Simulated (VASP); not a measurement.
# BeS (I-4m2) in VASP: notebook, part 2 of 2

VASP 6.6.1. Earlier steps stand in the parts before.

## 3. G0W0 quasiparticle levels, PBE

File POSCAR:

```
BeS
1.0
    0.0000000000      2.4829923550      2.3957901011
    2.4829923550      0.0000000000      2.3957901011
    2.4829923550      2.4829923550      0.0000000000
Be S
1 1
Direct
    0.0000000000      0.0000000000      0.0000000000
    0.2500000000      0.2500000000      0.2500000000
```

File INCAR.step1:

```
SYSTEM = BeS
PREC = Accurate ; ENCUT = 500
EDIFF = 1E-8 ; ISMEAR = 0
SIGMA = 0.01 ; LREAL = .FALSE.
LASPH = .TRUE. ; NELM = 60
ALGO = Normal ; LWAVE = .TRUE.
LCHARG = .FALSE. ; GGA = PE
```

File INCAR.step2:

```
SYSTEM = BeS
PREC = Accurate ; ENCUT = 500
EDIFF = 1E-8 ; ISMEAR = 0
SIGMA = 0.01 ; LREAL = .FALSE.
LASPH = .TRUE. ; NELM = 1
ALGO = Exact ; LWAVE = .TRUE.
LCHARG = .FALSE. ; GGA = PE
NBANDS = 127 ; LOPTICS = .TRUE.
ISTART = 1
```

File INCAR.step3:

```
SYSTEM = BeS
PREC = Accurate ; ENCUT = 500
EDIFF = 1E-8 ; ISMEAR = 0
SIGMA = 0.01 ; LREAL = .FALSE.
LASPH = .TRUE. ; ALGO = EVGW0
LWAVE = .FALSE. ; LCHARG = .FALSE.
GGA = PE ; NELMGW = 1
NBANDS = 127 ; ENCUTGW = 150.0
NOMEGA = 96 ; PRECFOCK = Fast
ISTART = 1 ; NBANDSGW = 12
OMEGAMAX = 20
```

File KPOINTS:

```
Automatic mesh
0
G
  6 6 6
  0 0 0
```

Potentials or basis: VASP PAW PBE potentials, release 64 (Be_GW, S_GW).

Started as:

```bash
$ cat potpaw_PBE.64/Be_GW/POTCAR potpaw_PBE.64/S_GW/POTCAR > POTCAR
$ cp INCAR.step1 INCAR
$ mpirun -np 1 vasp_std > vasp.out
$ cp INCAR.step2 INCAR
$ mpirun -np 1 vasp_std > vasp.out
$ cp INCAR.step3 INCAR
$ mpirun -np 1 vasp_std > vasp.out
```

OUTCAR:

```text
SYSTEM = BeS
   PREC = Accurate
   ENCUT = 500
   EDIFF = 1E-8
   ISMEAR = 0
   LREAL = .FALSE.
   LASPH = .TRUE.
   GGA = PE
   NELMGW = 1
   ENCUTGW = 150.0
   PRECFOCK = Fast
   ISTART = 1

 ion  position               nearest neighbor table
   1  0.000  0.000  0.000-   2 2.13   2 2.13   2 2.13   2 2.13
   2  0.250  0.250  0.250-   1 2.13   1 2.13   1 2.13   1 2.13

  LATTYP: Found a body centered tetragonal cell.
 ALAT       =     3.5114814637
 C/A-ratio  =     1.3645466313

  Lattice vectors:

 A1 = (   0.0000000000,  -2.4829923550,  -2.3957901011)
 A2 = (   0.0000000000,   2.4829923550,  -2.3957901011)
 A3 = (   2.4829923550,   0.0000000000,   2.3957901011)

Analysis of symmetry for initial positions (statically):
=====================================================================
 Subroutine PRICEL returns:
 Original cell was already a primitive cell.

 Routine SETGRP: Setting up the symmetry group for a
 body centered tetragonal supercell.

 Subroutine GETGRP returns: Found  8 space group operations
 (whereof  8 operations were pure point group operations)
 out of a pool of 16 trial point group operations.

The static configuration has the point symmetry D_2d.

Analysis of symmetry for dynamics (positions and initial velocities):
=====================================================================
 Subroutine PRICEL returns:
 Original cell was already a primitive cell.

 Routine SETGRP: Setting up the symmetry group for a
 body centered tetragonal supercell.

 Subroutine GETGRP returns: Found  8 space group operations
 (whereof  8 operations were pure point group operations)
 out of a pool of 16 trial point group operations.

The dynamic configuration has the point symmetry D_2d.

 Subroutine INISYM returns: Found  8 space group operations
 (whereof  8 operations are pure point group operations),
 and found     1 'primitive' translations

----------------------------------------------------------------------------------------

                                     Primitive cell

  volume of cell :      29.5413

  direct lattice vectors                    reciprocal lattice vectors
     0.000000000  2.482992355  2.395790101    -0.201369931  0.201369931  0.208699418
     2.482992355  0.000000000  2.395790101     0.201369931 -0.201369931  0.208699418
     2.482992355  2.482992355  0.000000000     0.201369931  0.201369931 -0.208699418

  length of vectors
     3.450371175  3.450371175  3.511481464     0.353065356  0.353065356  0.353065356

  position of ions in fractional coordinates (direct lattice)
     0.000000000  0.000000000  0.000000000
     0.250000000  0.250000000  0.250000000

  ion indices of the primitive-cell ions
   primitive index   ion index
                 1           1
                 2           2

[... 26 lines left out ...]
 Following reciprocal coordinates:
            Coordinates               Weight
  0.000000  0.000000  0.000000      1.000000
  0.166667  0.000000  0.000000      8.000000
  0.333333  0.000000  0.000000      8.000000
  0.500000  0.000000  0.000000      4.000000
  0.166667  0.166667  0.000000      2.000000
  0.333333  0.166667  0.000000      8.000000
[... 16 lines left out ...]
  0.333333  0.000000  0.333333      4.000000
  0.500000 -0.000000  0.333333     16.000000
 [... further k-points ...]
   k-points           NKPTS =     30   k-points in BZ     NKDIM =    216   number of bands    NBANDS=    127
   number of dos      NEDOS =    301   number of ions     NIONS =      2
   total plane-waves  NPLWV =  21952
   dimension x,y,z NGX =    28 NGY =   28 NGZ =   28
   dimension x,y,z NGXF=    56 NGYF=   56 NGZF=   56
   ions per type =               1   1
   NGX,Y,Z   is equivalent  to a cutoff of  13.49, 13.49, 13.26 a.u.
   NGXF,Y,Z  is equivalent  to a cutoff of  26.98, 26.98, 26.51 a.u.
 SYSTEM =  BeS
   PREC   = accura    normal or accurate (medium, high low for compatibility)
   ISTART =      1    job   : 0-new  1-cont  2-samecut
   ICHARG =      0    charge: 1-file 2-atom 10-const
   ISPIN  =      1    spin polarized calculation?
   LNONCOLLINEAR =      F non collinear calculations
   LSORBIT =      F    spin-orbit coupling
   LASPH  =      T    aspherical Exc in radial PAW
   ENCUT  =  500.0 eV  36.75 Ry    6.06 a.u.   6.29  6.29  6.40*2*pi/ulx,y,z
   NELM   =     60;   NELMIN=  2; NELMDL=  0     # of ELM steps
   EDIFF  = 0.1E-07   stopping-criterion for ELM
   LREAL  =      F    real-space projection
   EDIFFG = 0.1E-06   stopping-criterion for IOM
   NSW    =      0    number of steps for IOM
   IBRION =     -1    ionic relax: 0-MD 1-quasi-New 2-CG
   NFREE  =      0    steps in history (QN), initial steepest desc. (CG)
   ISIF   =      0    stress and relaxation
   ISYM   =      3    0-nonsym 1-usesym 2-fastsym
   POTIM  = 0.5000    time-step for ionic-motion
   TEBEG  =    0.0;   TEEND  =   0.0 temperature during run
   PSTRESS=    0.0 pullay stress
   NELECT =       8.0000    total number of electrons
   NUPDOWN=      -1.0000    fix difference up-down
   EMIN   =  10.00;   EMAX   =-10.00  energy-range for DOS
   EFERMI =   0.00;   METHOD = LEGACY
   ISMEAR =     0;   SIGMA  =   0.01  broadening in eV -4-tet -1-fermi 0-gaus
   EFERMI_NEDOS =   21; number of points for ismear=-14 and -15
   IALGO  =     38    algorithm
   IMIX   =      4    mixing-type and parameters
     AMIX     =   0.40;   BMIX     =  1.00
     AMIX_MAG =   1.60;   BMIX_MAG =  1.00
  volume/ion in A,a.u.               =      14.77        99.68
  Fermi-wavevector in a.u.,A,eV,Ry     =   1.059160  2.001523 15.263292  1.121820
  Thomas-Fermi vector in A             =   2.194496
   LORBIT       =      0    0 simple, 1 ext, 2 COOP (PROOUT), +10 PAW based schemes
   GGA     = PE    functional components
   LHFCALC =     T    Hartree Fock is set to
   PRECFOCK=fast      Normal, Fast or Accurate (Low or Medium for compatibility)
   ENCUT4O =  -1.0   cutoff for four orbital integrals eV
   NKREDX  =     1    reduce k-point grid by
   NKREDY  =     1    reduce k-point grid by
   NKREDZ  =     1    reduce k-point grid by
   AEXX    =    1.0000 exact exchange contribution
   HFSCREEN=    0.0000 screening length (either q_TF or 0.3 A-1)
   HFSCREENC=   0.0000 screening length for correlation (either q_TF or 0.3 A-1)
   ENCUTFOCK=  -1.0 apply spherical cutoff to Coloumb kernel
   IVDW    =     0    specifies the selected vdW correction
   LEPSILON=     F    determine dielectric tensor
   LRPA    =     F    only Hartree local field effects (RPA)
   LRPAFORCE           =     F    calculate RPA forces
   ENCUTGW             = 150.0    cutoff for response function in eV
   ENCUTGWSOFT         = 120.0    soft cutoff for Coulomb kernel in GW response function in eV
   ENCUTLF             =  -1.0    cutoff for local field effects
   NELMGW              =     1    number of iterations in solving QP/BSE equation
   NELMHF              =     1    number of iterations in the inner HF iteration
   NKREDLFX            =     1    NKREDLFY  =   1   NKREDLFZ  =   1
 non-spin polarized calculation
 Gauss-broadening in eV      SIGMA  =   0.01
  energy-cutoff  :      500.00
  volume of cell :       29.54
 maximum number of plane-waves:       764
 NGX is ok and might be reduce to    28
  NGX = 16; NGY = 16; NGZ = 16
   NGX = 13   NGY = 13   NGZ = 13
 maximum number of plane-waves:       129

 QP shifts <psi_nk| G(iteration)W_0 |psi_nk>: iteration 1
 for sc-GW calculations column KS-energies equals QP-energies in previous step
 and V_xc(KS)=  KS-energies - (<T + V_ion + V_H > + <T+V_H+V_ion>^1  + <V_x>^1)

 k-point   1 :       0.0000    0.0000    0.0000
  band No.  KS-energies  QP-energies   sigma(KS)   V_xc(KS)     V^pw_x(r,r')   Z            occupation Imag(sigma)

      1     -10.0163     -10.9706     -14.0951     -12.7862     -21.2716       0.7291       2.0000       1.4306
      2       3.3914       2.4023     -14.8992     -13.6422     -16.4017       0.7869       2.0000       0.0272
      3       3.3914       2.4023     -14.8992     -13.6422     -16.4017       0.7869       2.0000       0.0272
      4       3.5648       2.5805     -14.9135     -13.6625     -16.3979       0.7868       2.0000       0.0272
      5       9.0304       9.4851      -9.7889     -10.3584      -5.3557       0.7983       0.0000      -0.0591
      6       9.0850       9.8114      -9.4661     -10.3768      -5.1336       0.7976       0.0000      -0.0573
      7       9.1353       9.8574      -9.5549     -10.4593      -5.2404       0.7984       0.0000      -0.0570
      8       9.1353       9.8574      -9.5549     -10.4593      -5.2404       0.7984       0.0000      -0.0570
      9      15.6646      16.4286     -10.2780     -11.2720      -4.9320       0.7686       0.0000      -0.1496
     10      16.3608      17.1317     -10.3795     -11.3864      -4.8725       0.7657       0.0000      -0.1876
     11      18.0683      18.0515      -8.4677      -8.4454      -2.3035       0.7500       0.0000      -0.3905
     12      19.4641      19.5197      -8.4737      -8.5462      -2.2352       0.7670       0.0000      -0.5432
[... 356 lines left out ...]
      1      -8.1794      -8.9426     -14.7817     -13.7214     -21.4532       0.7198       2.0000       1.0425
      2      -1.1251      -2.4035     -13.4488     -11.7250     -16.4521       0.7416       2.0000       0.0763
      3       0.4153      -0.7560     -13.5137     -11.9804     -15.8496       0.7639       2.0000       0.0497
      4       1.3244       0.1985     -13.9999     -12.5402     -16.0988       0.7713       2.0000       0.0401
      5       7.6576       8.0581      -8.9634      -9.4571      -4.9934       0.8112       0.0000      -0.0524
      6       9.7676      10.3097      -9.5737     -10.2525      -5.2150       0.7987       0.0000      -0.0608
      7      13.6696      14.4117     -10.2657     -11.2529      -4.7120       0.7518       0.0000      -0.1218
      8      14.2960      15.0595     -10.4244     -11.4482      -4.7056       0.7457       0.0000      -0.1382
      9      17.1580      17.7229     -10.4651     -11.2299      -4.1621       0.7387       0.0000      -0.3203
     10      18.3371      19.0922     -10.7892     -11.7897      -4.5692       0.7548       0.0000      -0.3712
     11      19.4088      20.0513     -10.3144     -11.1669      -3.7382       0.7535       0.0000      -0.5165
     12      21.3258      21.9373     -10.7757     -11.5689      -3.9792       0.7710       0.0000      -0.7689

 [... further k-points ...]
```

Wall time 12 min (1 thread of Intel Xeon Platinum 8488C (Sapphire Rapids), shared host); peak memory 0.7 GiB.

Results:

| Quantity | Value |
| --- | --- |
| Quasiparticle gap | 4.22 eV |
| Least direct quasiparticle gap | 6.90 eV |
| Band gap of the starting levels on the mesh | 2.90 eV |
| Least direct gap of the starting levels on the mesh | 5.47 eV |

Caveat: the k points lie up to 0.37 Å⁻¹ apart; bands, screening cutoff and mesh are small and nothing is extrapolated, so the quasiparticle values aren't converged.
